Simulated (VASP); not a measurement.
# As (R-3m) in VASP: single point with r2SCAN+rVV10

Aim: the single point of As with r2SCAN+rVV10.

Program: VASP 6.6.1. These are calculated values, not measurements. Logs are shortened: lines on timing, memory, paths and dates and some standing lists are left out, and cuts for length are marked.

**1. The cell of the first run**

The structure is trigonal, space group R-3m (No. 166). The conventional cell has a = 3.760 Å, b = 3.760 Å, c = 10.725 Å, α = 90.00°, β = 90.00°, γ = 120.00°. Within 3.3 Å of As (site symmetry 3m) lie 6 As at 2.52 to 3.16 Å.

**2. Single point, r2SCAN+rVV10**

POSCAR reads:

```
As
1.0
    1.8798678443      1.0853422059      3.5751301423
   -1.8798678443      1.0853422059      3.5751301423
    0.0000000000     -2.1706844119      3.5751301423
As
2
Direct
    0.2259924738      0.2259924738      0.2259924738
    0.7740075262      0.7740075262      0.7740075262
```

INCAR.step1 reads:

```
SYSTEM = As
  ALGO = Normal
  EDIFF = 1E-5
  ENCUT = 660
  GGA = PE
  GGA_COMPAT = .False.
  ISMEAR = 0
  LASPH = .True.
  LCHARG = .False.
  LREAL = .False.
  LWAVE = .True.
  NBANDS = 22
  NELM = 120
  PREC = Accurate
  SIGMA = 0.1
```

INCAR.step2 reads:

```
SYSTEM = As
  ALGO = Normal
  BPARAM = 11.95
  CPARAM = 0.0093
  EDIFF = 1E-6
  ENCUT = 660
  GGA_COMPAT = .False.
  ISIF = 2
  ISMEAR = 0
  ISTART = 1
  IVDW_NL = 2
  LASPH = .True.
  LCHARG = .False.
  LMIXTAU = .True.
  LREAL = .False.
  LUSE_VDW = .True.
  LWAVE = .False.
  METAGGA = R2SCAN
  NBANDS = 22
  NELM = 120
  PREC = Accurate
  SIGMA = 0.1
```

KPOINTS reads:

```
k-points
0
Gamma
  15 15 15
  0 0 0
```

Potentials or basis: VASP PAW PBE potentials, release 64 (As_d).

On the command line:

```sh
cat potpaw_PBE.64/As_d/POTCAR > POTCAR
cp INCAR.step1 INCAR
mpirun -np 1 vasp_std > vasp.out
cp INCAR.step2 INCAR
mpirun -np 1 vasp_std > vasp.out
```

OUTCAR:

```text
SYSTEM = As
   BPARAM = 11.95
   EDIFF = 1E-6
   ENCUT = 660
   ISIF = 2
   ISMEAR = 0
   ISTART = 1
   IVDW_NL = 2
   LASPH = .True.
   LREAL = .False.
   METAGGA = R2SCAN
   NELM = 120
   PREC = Accurate

 ion  position               nearest neighbor table
   1  0.226  0.226  0.226-   2 2.52   2 2.52   2 2.52
   2  0.774  0.774  0.774-   1 2.52   1 2.52   1 2.52

  LATTYP: Found a trigonal (rhomboedric) cell.
 ALAT       =     4.1825143575
 COS(alpha) =     0.5959735913

  Lattice vectors:

 A1 = (   1.8798678443,   1.0853422059,   3.5751301423)
 A2 = (  -1.8798678443,   1.0853422059,   3.5751301423)
 A3 = (   0.0000000000,  -2.1706844119,   3.5751301423)

Analysis of symmetry for initial positions (statically):
=====================================================================
 Subroutine PRICEL returns:
 Original cell was already a primitive cell.

 Routine SETGRP: Setting up the symmetry group for a
 trigonal (rhombohedral) supercell.

 Subroutine GETGRP returns: Found 12 space group operations
 (whereof 12 operations were pure point group operations)
 out of a pool of 12 trial point group operations.

The static configuration has the point symmetry D_3d.

Analysis of symmetry for dynamics (positions and initial velocities):
=====================================================================
 Subroutine PRICEL returns:
 Original cell was already a primitive cell.

 Routine SETGRP: Setting up the symmetry group for a
 trigonal (rhombohedral) supercell.

 Subroutine GETGRP returns: Found 12 space group operations
 (whereof 12 operations were pure point group operations)
 out of a pool of 12 trial point group operations.

The dynamic configuration has the point symmetry D_3d.

 Subroutine INISYM returns: Found 12 space group operations
 (whereof 12 operations are pure point group operations),
 and found     1 'primitive' translations

----------------------------------------------------------------------------------------

                                     Primitive cell

  volume of cell :      43.7660

  direct lattice vectors                    reciprocal lattice vectors
     1.879867844  1.085342206  3.575130142     0.265976144  0.153561398  0.093236699
    -1.879867844  1.085342206  3.575130142    -0.265976144  0.153561398  0.093236699
     0.000000000 -2.170684412  3.575130142     0.000000000 -0.307122796  0.093236699

  length of vectors
     4.182514357  4.182514357  4.182514357     0.320963384  0.320963384  0.320963384

  position of ions in fractional coordinates (direct lattice)
     0.225992474  0.225992474  0.225992474
     0.774007526  0.774007526  0.774007526

  ion indices of the primitive-cell ions
   primitive index   ion index
                 1           1
                 2           2

----------------------------------------------------------------------------------------

 KPOINTS: k-points

Automatic generation of k-mesh.
 Grid dimensions read from file:
 generate k-points for:   15   15   15

 Generating k-lattice:

  Cartesian coordinates                     Fractional coordinates (reciprocal lattice)
     0.017731743  0.010237427  0.006215780     0.066666667  0.000000000  0.000000000
    -0.017731743  0.010237427  0.006215780     0.000000000  0.066666667  0.000000000
     0.000000000 -0.020474853  0.006215780     0.000000000  0.000000000  0.066666667

  Length of vectors
     0.021397559  0.021397559  0.021397559

  Shift w.r.t. Gamma in fractional coordinates (k-lattice)
     0.000000000  0.000000000  0.000000000

 Subroutine IBZKPT returns following result:
 ===========================================

 Found    344 irreducible k-points:

 Following reciprocal coordinates:
            Coordinates               Weight
  0.000000  0.000000  0.000000      1.000000
  0.066667  0.000000 -0.000000      6.000000
  0.133333  0.000000  0.000000      6.000000
  0.200000  0.000000  0.000000      6.000000
  0.266667  0.000000  0.000000      6.000000
  0.333333  0.000000 -0.000000      6.000000
[... 16 lines left out ...]
  0.133333  0.133333  0.000000      6.000000
  0.200000  0.133333 -0.000000     12.000000
 [... further k-points ...]
   k-points           NKPTS =    344   k-points in BZ     NKDIM =    344   number of bands    NBANDS=     22
   number of dos      NEDOS =    301   number of ions     NIONS =      2
   total plane-waves  NPLWV =  46656
   dimension x,y,z NGX =    36 NGY =   36 NGZ =   36
   dimension x,y,z NGXF=    72 NGYF=   72 NGZF=   72
   ions per type =               2
   NGX,Y,Z   is equivalent  to a cutoff of  14.31, 14.31, 14.31 a.u.
   NGXF,Y,Z  is equivalent  to a cutoff of  28.62, 28.62, 28.62 a.u.
 SYSTEM =  As
   PREC   = accura    normal or accurate (medium, high low for compatibility)
   ISTART =      1    job   : 0-new  1-cont  2-samecut
   ICHARG =      0    charge: 1-file 2-atom 10-const
   ISPIN  =      1    spin polarized calculation?
   LNONCOLLINEAR =      F non collinear calculations
   LSORBIT =      F    spin-orbit coupling
   LASPH  =      T    aspherical Exc in radial PAW
   ENCUT  =  660.0 eV  48.51 Ry    6.96 a.u.   8.76  8.76  8.76*2*pi/ulx,y,z
   NELM   =    120;   NELMIN=  2; NELMDL=  0     # of ELM steps
   EDIFF  = 0.1E-05   stopping-criterion for ELM
   LREAL  =      F    real-space projection
   EDIFFG = 0.1E-04   stopping-criterion for IOM
   NSW    =      0    number of steps for IOM
   IBRION =     -1    ionic relax: 0-MD 1-quasi-New 2-CG
   NFREE  =      0    steps in history (QN), initial steepest desc. (CG)
   ISIF   =      2    stress and relaxation
   ISYM   =      2    0-nonsym 1-usesym 2-fastsym
   POTIM  = 0.5000    time-step for ionic-motion
   TEBEG  =    0.0;   TEEND  =   0.0 temperature during run
   PSTRESS=    0.0 pullay stress
   NELECT =      30.0000    total number of electrons
   NUPDOWN=      -1.0000    fix difference up-down
   EMIN   =  10.00;   EMAX   =-10.00  energy-range for DOS
   EFERMI =   0.00;   METHOD = LEGACY
   ISMEAR =     0;   SIGMA  =   0.10  broadening in eV -4-tet -1-fermi 0-gaus
   EFERMI_NEDOS =   21; number of points for ismear=-14 and -15
   IALGO  =     38    algorithm
   IMIX   =      4    mixing-type and parameters
     AMIX     =   0.40;   BMIX     =  1.00
     AMIX_MAG =   1.60;   BMIX_MAG =  1.00
  volume/ion in A,a.u.               =      21.88       147.67
  Fermi-wavevector in a.u.,A,eV,Ry     =   1.443454  2.727732 28.348538  2.083559
  Thomas-Fermi vector in A             =   2.561860
   LORBIT       =      0    0 simple, 1 ext, 2 COOP (PROOUT), +10 PAW based schemes
   METAGGA = R2SCAN    functional components
   LHFCALC =     F    Hartree Fock is set to
   AEXX    =    0.0000 exact exchange contribution
   IVDW_NL    =     2    kernel type
   BPARAM     =11.9500
   IVDW    =     0    specifies the selected vdW correction
   LEPSILON=     F    determine dielectric tensor
   LRPA    =     F    only Hartree local field effects (RPA)
 non-spin polarized calculation
 Gauss-broadening in eV      SIGMA  =   0.10
  energy-cutoff  :      660.00
  volume of cell :       43.77
 maximum number of plane-waves:      1700
   NGX = 17   NGY = 17   NGZ = 17

 number of electron      30.0000004 magnetization

 Free energy of the ion-electron system (eV)
  ---------------------------------------------------
  ext. energy  EPLUGINS =         0.00000000
  ---------------------------------------------------
  free energy    TOTEN  =       -28.61331243 eV

  energy without entropy =      -28.61255478  energy(sigma->0) =      -28.61293361

 E-fermi :   3.6873     XC(G=0): -11.4931

 val. band max:        3.6862444550   @ k =   0.4000   0.0667   0.0667
 cond. band min:       3.7003390567   @ k =   0.4000   0.2000   0.2000
 fundamental gap:      0.0140946017
 Fermi energy:         3.6872902300

 k-point     1 :       0.0000    0.0000    0.0000
  band No.  band energies     occupation
      1     -33.6663      2.00000
      2     -33.6663      2.00000
      3     -33.6168      2.00000
      4     -33.6168      2.00000
      5     -33.5779      2.00000
      6     -33.5429      2.00000
[... 14 lines left out ...]
     21      11.4458      0.00000
     22      12.9272      0.00000

 k-point     2 :       0.0667    0.0000   -0.0000
  band No.  band energies     occupation
      1     -33.6658      2.00000
      2     -33.6649      2.00000
      3     -33.6163      2.00000
      4     -33.6158      2.00000
      5     -33.5777      2.00000
      6     -33.5436      2.00000
[... 14 lines left out ...]
     21      11.0200      0.00000
     22      13.3766      0.00000

 k-point     3 :       0.1333    0.0000    0.0000
  band No.  band energies     occupation
      1     -33.6645      2.00000
      2     -33.6610      2.00000
      3     -33.6149      2.00000
      4     -33.6128      2.00000
      5     -33.5770      2.00000
      6     -33.5455      2.00000
[... 14 lines left out ...]
     21      10.8587      0.00000
     22      14.3983      0.00000

 k-point     4 :       0.2000    0.0000    0.0000
  band No.  band energies     occupation
      1     -33.6625      2.00000
      2     -33.6547      2.00000
      3     -33.6127      2.00000
      4     -33.6080      2.00000
      5     -33.5758      2.00000
      6     -33.5487      2.00000
[... 14 lines left out ...]
     21      11.2617      0.00000
     22      15.6183      0.00000

 k-point     5 :       0.2667    0.0000    0.0000
  band No.  band energies     occupation
      1     -33.6601      2.00000
      2     -33.6465      2.00000
      3     -33.6099      2.00000
      4     -33.6019      2.00000
      5     -33.5743      2.00000
      6     -33.5529      2.00000
[... 417 lines left out ...]
 k-point    22 :      -0.0667    0.0667    0.0000
  band No.  band energies     occupation
      1     -33.6656      2.00000
      2     -33.6619      2.00000
      3     -33.6155      2.00000
      4     -33.6138      2.00000
      5     -33.5772      2.00000
      6     -33.5451      2.00000
[... 14 lines left out ...]
     21      11.3132      0.00000
     22      13.2314      0.00000

 k-point    23 :       0.1333    0.1333    0.0000
  band No.  band energies     occupation
      1     -33.6660      2.00000
      2     -33.6586      2.00000
      3     -33.6152      2.00000
      4     -33.6122      2.00000
      5     -33.5767      2.00000
      6     -33.5463      2.00000
[... 14 lines left out ...]
     21      11.5205      0.00000
     22      13.5748      0.00000

 k-point    24 :       0.2000    0.1333   -0.0000
  band No.  band energies     occupation
      1     -33.6652      2.00000
      2     -33.6541      2.00000
      3     -33.6138      2.00000
      4     -33.6093      2.00000
      5     -33.5759      2.00000
      6     -33.5485      2.00000
[... 14 lines left out ...]
     21      12.1058      0.00000
     22      13.7455      0.00000

 [... further k-points ...]

------------------------ aborting loop because EDIFF is reached ----------------------------------------

  FORCE on cell =-STRESS in cart. coord.  units (eV):
  Direction    XX          YY          ZZ          XY          YZ          ZX
  --------------------------------------------------------------------------------------
  -------------------------------------------------------------------------------------
  Total        0.0876124      0.0876124      0.0609023     -0.0000000     -0.0000000      0.0000000
  in kB        3.2072968      3.2072968      2.2294983     -0.0000000     -0.0000000      0.0000000
  external PRESSURE =       2.8813640 kB  Pullay stress =       0.0000000 kB

 VOLUME and BASIS-vectors are now :
 -----------------------------------------------------------------------------
  energy-cutoff  :      660.00
  volume of cell :       43.77
      direct lattice vectors                 reciprocal lattice vectors
     1.879867844  1.085342206  3.575130142     0.265976144  0.153561398  0.093236699
    -1.879867844  1.085342206  3.575130142    -0.265976144  0.153561398  0.093236699
     0.000000000 -2.170684412  3.575130142     0.000000000 -0.307122796  0.093236699

 POSITION                                       TOTAL-FORCE (eV/Angst)
 -----------------------------------------------------------------------------------
      0.00000     -0.00000      2.42386         0.000000     -0.000000      0.033542
      0.00000     -0.00000      8.30153         0.000000      0.000000     -0.033542
 -----------------------------------------------------------------------------------
    total drift:                                0.000000     -0.000000      0.000000

  FREE ENERGIE OF THE ION-ELECTRON SYSTEM (eV)
  ---------------------------------------------------
  free  energy   TOTEN  =       -28.6133124346 eV

  energy  without entropy=      -28.6125547830  energy(sigma->0) =      -28.61293361
```

It took 16 min on 1 thread of Intel Xeon Platinum 8488C (Sapphire Rapids), shared host; peak memory 0.66 GiB.

Results:

| Item | Value |
| --- | --- |
| Free energy | -28.6133 eV |
| Pressure | 0.3 GPa |
| Largest force | 0.034 eV/Å |
| Band gap on the k mesh | zero (bands 15 and 16 overlap by 0.45 eV) |

Forces on the atoms (eV/Å):
```
As   0.000  0.000  0.034
As   0.000  0.000 -0.034
```

Stress tensor (GPa, compression positive):
```
0.32 0.00 0.00
0.00 0.32 0.00
0.00 0.00 0.22
```

Levels at points of the mesh, in eV from the Fermi level:
| k point | band 12 | band 13 | band 14 | band 15 | band 16 | band 17 | band 18 | band 19 |
| --- | --- | --- | --- | --- | --- | --- | --- | --- |
| (0.00, 0.00, 0.00) | -6.23 | -2.91 | -2.31 | -2.31 | 1.54 | 2.79 | 2.79 | 7.26 |

Caveat: the PAW data sets were made with another functional, which shifts forces and pressure a little.
